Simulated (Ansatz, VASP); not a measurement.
## AgI in VASP and in Ansatz

```
CELL_PARAMETERS angstrom
0.00000 3.23650 3.23650
3.23650 0.00000 3.23650
3.23650 3.23650 0.00000
ATOMIC_POSITIONS crystal
Ag 0.00000 0.00000 0.00000
I 0.25000 0.25000 0.25000
```

Alike in both runs: task single point; functional PBE; k mesh 8 × 8 × 8; occupations gaussian, width 0.02 eV; no spin polarisation.

|  | VASP | Ansatz |
| --- | --- | --- |
| version | VASP 6.6.1 | Ansatz 0.2.0 |
| potentials or method | VASP PAW PBE potentials, release 64 (Ag, I), cutoff 500 eV | scalar-relativistic, plane waves, PAW |
| valence electrons in the cell | 18 | 36 |

|  | VASP | Ansatz | Ansatz less VASP |
| --- | --- | --- | --- |
| gap on the k mesh at the Fermi level (eV) | 1.34 | 1.34 | -0.003 |
| least direct gap on the mesh (eV) | 1.34 | 1.34 | -0.003 |
| pressure (GPa) | 2.2 | 2.2 | +0.05 |

The functional is the same, so the differences come from potentials, cutoffs and numerics. VASP's potentials hold 18 valence electrons a cell and Ansatz's 36, so a difference there can come from the potentials and not from the codes.

Spin-orbit coupling is off throughout.
